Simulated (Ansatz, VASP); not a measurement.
Two plane-wave programs on GaN

```
Ga N
1.0
     3.18315    0.00000    0.00000
    -1.59157    2.75669    0.00000
     0.00000    0.00000    5.18363
Ga N
2 2
Cartesian
  0.0000 1.8378 -0.0046
  1.5916 0.9189 2.5872
  0.0000 1.8378 1.9485
  1.5916 0.9189 4.5403
```

Alike in both runs: task single point; functional r2SCAN; k mesh 12 × 12 × 6; no spin polarisation.

|  | VASP | Ansatz |
| --- | --- | --- |
| version | VASP 6.6.1 | Ansatz 0.2.0 |
| potentials or method | VASP PAW PBE potentials, release 64 (Ga_d, N) | plane waves, PAW |
| plane-wave cutoff (eV) | 520 | 500 |
| occupations | gaussian, width 0.01 eV | fixed |
| valence electrons in the cell | 36 | 36 |

VASP gave:

| Quantity | Value |
| --- | --- |
| gap on the k mesh at the Fermi level (eV) | 2.34 |
| pressure (GPa) | 1.1 |
| traceless stress, the component that is largest in VASP (GPa) | -0.08 |

Q: What did Ansatz give for the same quantities?

A: gap on the k mesh at the Fermi level (eV): 2.35; pressure (GPa): 0.0; traceless stress, the component that is largest in VASP (GPa): 0.01.

VASP's potentials were made for PBE, not for r2SCAN.
